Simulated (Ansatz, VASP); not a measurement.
# Mo in VASP and in Ansatz

POSCAR

```
Mo
1.0
   -1.5838089719      1.5838089719      1.5838089719
    1.5838089719     -1.5838089719      1.5838089719
    1.5838089719      1.5838089719     -1.5838089719
Mo
1
Direct
    0.0000000000      0.0000000000      0.0000000000
```

File INCAR.step1:

```
PREC = Accurate
ENCUT = 600
ISMEAR = -1
SIGMA = 0.05
LREAL = F
LASPH = T
NELM = 80
GGA = PE
ALGO = Normal
EDIFF = 1E-4
LWAVE = T
LCHARG = F
```

The input INCAR.step2:

```
PREC = Accurate
ENCUT = 600
EDIFF = 1E-6
ISMEAR = -1
SIGMA = 0.05
LREAL = F
LASPH = T
NELM = 80
ALGO = Normal
ISIF = 3
LWAVE = F
LCHARG = F
METAGGA = R2SCAN
LMIXTAU = T
IVDW = 12
VDW_S6 = 1.0
VDW_S8 = 0.78981345
VDW_A1 = 0.49484001
VDW_A2 = 5.73083694
IBRION = 2
NSW = 60
EDIFFG = -0.01
ISTART = 1
```

The input KPOINTS:

```
Automatic mesh
0
Gamma
  12 12 12
```

File input.yaml:

```yaml
crystal:
  lattice:
    - [-1.5838089719, 1.5838089719, 1.5838089719]
    - [1.5838089719, -1.5838089719, 1.5838089719]
    - [1.5838089719, 1.5838089719, -1.5838089719]
  atoms:
    - { symbol: Mo, position: [0.0, 0.0, 0.0] }
hamiltonian:
  xc: r2scan
  pseudopotentials: { kind: paw }
  dispersion: d3bj
kpoints:
  mp_grid: { grid: [12, 12, 12] }
scf:
  occupations: { method: fermi_dirac, width: 0.05 }
output:
  forces: true
  stress: true
  write_density: true
  write_potential: true
  elf: true
  volumetric_format: npy
relax:
  f_tol: 0.01
  max_steps: 40
  cell: { stress_tol: 0.05 }
```

Alike in both runs: task relaxation of cell and atoms; functional r2SCAN; dispersion D3(BJ); k mesh 12 × 12 × 12; occupations fermi-dirac, width 0.05 eV; no spin polarisation.

|  | VASP | Ansatz |
| --- | --- | --- |
| version | VASP 6.6.1 | Ansatz 0.2.0 |
| potentials or method | VASP PAW PBE potentials, release 64 (Mo_sv) | Ansatz PAW |
| plane-wave cutoff (eV) | 600 | 500 |
| valence electrons in the cell | 14 | 14 |

```tsv
	VASP	Ansatz	Ansatz less VASP
gap on the k mesh at the Fermi level, each at its own relaxed structure (eV)	none	none	-
relaxed volume (Å³/atom)	15.49	15.43	-0.064
relaxed length of the cell vector where the two differ most in proportion (Å)	2.720	2.716	-0.0037
```

VASP's potentials were made for PBE, not for r2SCAN. A gap of «none» marks a metal or a gap that the smearing closes.

Noted on Ansatz's run: the plane-wave basis is chosen anew once the cell has moved, so the energies of steps on either side of that aren't comparable.
